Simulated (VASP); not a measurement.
**SiC: single point with HSE06**

SiC:

```
Si C
1.0
     3.07569    0.00000    0.00000
    -1.53785    2.66363    0.00000
     0.00000    0.00000   10.07065
Si C
4 4
Direct
  0.00000 0.00000 0.18789
  0.00000 0.00000 0.68789
  0.33333 0.66667 0.43784
  0.66667 0.33333 0.93784
  0.00000 0.00000 0.00046
  0.00000 0.00000 0.50046
  0.33333 0.66667 0.24980
  0.66667 0.33333 0.74980
```

| Quantity | Value |
| --- | --- |
| Program | VASP 6.6.1 |
| Task | single point |
| Functional | HSE06 |
| Potentials or basis | VASP PAW PBE potentials, release 64 (Si, C) |
| Cutoff | 520 eV |
| k mesh | 6 × 6 × 2 |
| Occupations | gaussian, width 0.01 eV |
| Spin | no spin polarisation |

The pressure is -1.1 GPa and the largest force is 0.013 eV/Å. The band gap on the k mesh is 3.15 eV (least direct gap 4.38 eV).

Forces on the atoms (eV/Å):
```
Si   0.000  0.000  0.013
Si   0.000  0.000  0.013
Si   0.000  0.000  0.006
Si   0.000  0.000  0.006
C    0.000  0.000 -0.010
C    0.000  0.000 -0.010
C    0.000  0.000 -0.009
C    0.000  0.000 -0.009
```

Stress tensor (GPa, compression positive):
```
-1.02  0.00  0.00
 0.00 -1.02  0.00
 0.00  0.00 -1.33
```

Levels at points of the mesh, in eV from the valence-band top:
| k point | band 12 | band 13 | band 14 | band 15 | band 16 | band 17 | band 18 | band 19 | band 20 | band 21 |
| --- | --- | --- | --- | --- | --- | --- | --- | --- | --- | --- |
| (0.00, 0.00, 0.00) | -0.64 | -0.64 | -0.05 | 0.00 | 0.00 | 6.30 | 6.91 | 7.58 | 7.61 | 8.24 |
| (0.50, 0.00, 0.00) | -2.62 | -2.60 | -2.44 | -1.72 | -1.24 | 3.15 | 3.30 | 5.29 | 5.87 | 6.42 |
| (0.00, 0.00, 0.50) | -1.15 | -0.23 | -0.23 | -0.23 | -0.23 | 6.52 | 6.52 | 8.06 | 8.06 | 8.33 |
| (0.50, 0.00, 0.50) | -3.32 | -2.69 | -2.69 | -1.71 | -1.71 | 3.58 | 3.58 | 5.27 | 5.27 | 7.32 |

Wall time 37 min on 1 thread of Oxide Virtual Turin-like Processor (shared host), peak memory 0.29 GiB.

Caveat: the PAW data sets were made with another functional, which shifts forces and pressure a little. A k mesh can miss the band edges.
